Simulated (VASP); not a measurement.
A run of VASP 6.6.1 is set up as follows.

File INCAR:

```
SYSTEM = AgRh
ALGO = Fast
EDIFF = 1E-7
EDIFFG = -0.01
ENCUT = 600
GGA = RP
IBRION = 2
ISIF = 3
ISMEAR = -1
LASPH = .TRUE.
LCHARG = .FALSE.
LREAL = .FALSE.
LWAVE = .FALSE.
NELM = 60
NSW = 60
PREC = Accurate
SIGMA = 0.05
```

The input KPOINTS:

```
k-points
0
G
  11 11 6
  0 0 0
```

POSCAR

```
AgRh
1.0
    2.7775881998      0.0000000000      0.0000000000
   -1.3887940999      2.4054619423      0.0000000000
    0.0000000000      0.0000000000      4.8086020000
Ag Rh
1 1
Direct
    0.0000000000      0.0000000000      0.5000000000
    0.6666666667      0.3333333333      0.0000000000
```

Potentials or basis: VASP PAW PBE potentials, release 64 (Ag, Rh_pv).

Command:

```bash
$ cat potpaw_PBE.64/Ag/POTCAR potpaw_PBE.64/Rh_pv/POTCAR > POTCAR
$ mpirun -np 1 vasp_std > vasp.out
```

Question: Predict the relaxed volume.

Answer: 16.26 Å³/atom.

Question: What does it give for the space group after relaxing (to 0.1 Å)?

Answer: P-6m2 (No. 187).

Question: Predict the relaxed cell.

Answer: a = 2.792 Å, b = 2.792 Å, c = 4.814 Å, α = 90.00°, β = 90.00°, γ = 120.00°.

Question: Estimate the band gap on the k mesh.

Answer: Zero (bands 13 and 14 overlap by 1.27 eV).

Stress tensor (GPa, compression positive):
```
 0.02  0.00  0.00
 0.00  0.02  0.00
 0.00  0.00 -0.07
```

Caveat: the PAW data sets were made with another functional, which shifts forces and pressure a little.
